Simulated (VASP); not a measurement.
A run of VASP 6.6.1 is set up as follows.

The input INCAR:

```
PREC = Accurate
ENCUT = 520
EDIFF = 1E-7
ISMEAR = 0
SIGMA = 0.02
LREAL = F
LASPH = T
NELM = 80
ALGO = Normal
ISIF = 2
LWAVE = F
LCHARG = F
LDIPOL = T
IDIPOL = 3
DIPOL = 0.5 0.5 0.500
GGA = PE
NBANDS = 12
```

KPOINTS

```
regular mesh
0
Gamma
  9 9 1
```

Contents of POSCAR:

```
As
1.0
    3.3810000000      0.0000000000      0.0000000000
   -1.6905000000      2.9280318902      0.0000000000
    0.0000000000      0.0000000000     28.0000000000
As
2
Direct
    0.3333333333      0.6666666667      0.5000000000
    0.6666666667      0.3333333333      0.5000000000
```

Potentials or basis: VASP PAW PBE potentials, release 64 (As).

Launch:

```console
$ cat potpaw_PBE.64/As/POTCAR > POTCAR
$ mpirun -np 1 vasp_std > vasp.out
```

(1) What does it give for the band gap on the k mesh?

Answers

(1) zero (band 5 reaches -0.76 eV, above the bottom of band 6 at -3.19 eV).
